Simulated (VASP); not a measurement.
Wanted: the native input for a VASP 6.6.1 run.

- Task: relaxation of cell and atoms
- Functional: PBEsol
- Potentials or basis: VASP PAW PBE potentials, release 64 (W_sv)
- Cutoff: 600 eV
- k mesh: 18 × 18 × 18
- Occupations: fermi-dirac, width 0.1 eV
- Spin: no spin polarisation
- Dipole correction: no
- Further INCAR settings: ALGO = Normal; EDIFF = 1e-06; IBRION = 2; EDIFFG = -0.01; NSW = 60; ISIF = 3

The structure of W lies in POSCAR:

```
W
1.0
   -1.5823450000      1.5823450000      1.5823450000
    1.5823450000     -1.5823450000      1.5823450000
    1.5823450000      1.5823450000     -1.5823450000
W
1
Direct
    0.0000000000      0.0000000000      0.0000000000
```

These files were run (other wordings do the same):

INCAR

```
SYSTEM = W
  PREC = Accurate
  ENCUT = 600
  EDIFF = 1E-6
  ISMEAR = -1
  SIGMA = 0.1
  LREAL = .FALSE.
  LASPH = .TRUE.
  NELM = 80
  ALGO = Normal
  ISIF = 3
  LWAVE = .FALSE.
  LCHARG = .FALSE.
  GGA = PS
  IBRION = 2
  NSW = 60
  EDIFFG = -0.01
```

KPOINTS

```
Automatic mesh
0
G
  18 18 18
  0 0 0
```

Potentials or basis: VASP PAW PBE potentials, release 64 (W_sv).

Launch:

```bash
$ cat potpaw_PBE.64/W_sv/POTCAR > POTCAR
$ mpirun -np 1 vasp_std > vasp.out
```

Results of the run:

The relaxed volume is 15.73 Å³/atom. The relaxed cell is a = 2.734 Å, b = 2.734 Å, c = 2.734 Å, α = 109.47°, β = 109.47°, γ = 109.47°, the space group after relaxing (to 0.05 Å) is Im-3m (No. 229) and the energy gained by relaxing is 0.9 meV/atom. The ionic steps are 3 and the pressure after relaxing is 0.0 GPa. The band gap on the k mesh is zero (band 7 reaches 16.62 eV, above the bottom of band 8 at 10.14 eV).

Caveat: the PAW data sets were made with another functional, which shifts forces and pressure a little; spin-orbit coupling is left out, which moves the levels of the heavy elements.

Run time: 21 s on 1 thread of Intel(R) Xeon(R) 6975P-C (Granite Rapids), with other jobs on the host, peak memory 0.17 GiB.
